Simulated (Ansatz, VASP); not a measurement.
# TaF3: VASP beside Ansatz

Contents of INCAR:

```
ALGO     = Normal         # electronic algorithm
EDIFF    = 1E-6           # SCF threshold, eV
ENCUT    = 520            # plane-wave cutoff, eV
GGA      = PS             # functional
ISIF     = 2              # what is computed and relaxed
ISMEAR   = 0              # smearing method
LASPH    = T              # aspherical terms in the spheres
LCHARG   = F              # write CHGCAR
LREAL    = F              # projectors in reciprocal space
LWAVE    = F              # write WAVECAR
NBANDS   = 24             # bands
NELM     = 80             # most SCF steps
PREC     = Accurate       # precision mode
SIGMA    = 0.15           # smearing width, eV
```

KPOINTS

```
k-points
0
Gamma
  14 14 14
```

File POSCAR:

```
TaF3
1.0
    3.9037898046      0.1013971378      0.1013971378
    0.1013971378      3.9037898046      0.1013971378
    0.1013971378      0.1013971378      3.9037898046
Ta F
1 3
Direct
    0.0000000000      0.0000000000      0.0000000000
    0.5000000000      0.0000000000      0.0000000000
    0.0000000000      0.5000000000      0.0000000000
    0.0000000000      0.0000000000      0.5000000000
```

Input for Ansatz:

```yaml
crystal:
  lattice:
    - [3.9037898046, 0.1013971378, 0.1013971378]
    - [0.1013971378, 3.9037898046, 0.1013971378]
    - [0.1013971378, 0.1013971378, 3.9037898046]
  atoms:
    - { symbol: Ta, position: [0.0, 0.0, 0.0] }
    - { symbol: F, position: [0.5, 0.0, 0.0] }
    - { symbol: F, position: [0.0, 0.5, 0.0] }
    - { symbol: F, position: [0.0, 0.0, 0.5] }
basis:
  ecutwfc: 420
kpoints:
  mp_grid: { grid: [14, 14, 14] }
hamiltonian:
  xc: pbesol
scf:
  occupations: { method: gaussian, width: 0.15 }
output:
  forces: true
  stress: true
  eigenvalues: true
```

Alike in both runs: task single point; functional PBEsol; k mesh 14 × 14 × 14; occupations gaussian, width 0.15 eV; no spin polarisation.

```csv
,VASP,Ansatz
version,VASP 6.6.1,Ansatz 0.2.0
potentials or method,"VASP PAW PBE potentials, release 64 (Ta_pv, F), cutoff 520 eV","scalar-relativistic, plane waves, PAW"
valence electrons in the cell,32,34
```

VASP gave:

- gap on the k mesh at the Fermi level (eV): none
- pressure (GPa): 19.9
- traceless stress, the component that is largest in VASP (GPa): 1.76

Which values does Ansatz return?

gap on the k mesh at the Fermi level (eV): none; pressure (GPa): 19.5; traceless stress, the component that is largest in VASP (GPa): 1.73.

VASP's potentials were made for PBE, not for PBEsol. A gap of «none» marks a metal or a gap that the smearing closes. VASP's potentials hold 32 valence electrons a cell and Ansatz's 34, so a difference there can come from the potentials and not from the codes.

Neither program's run includes spin-orbit coupling.
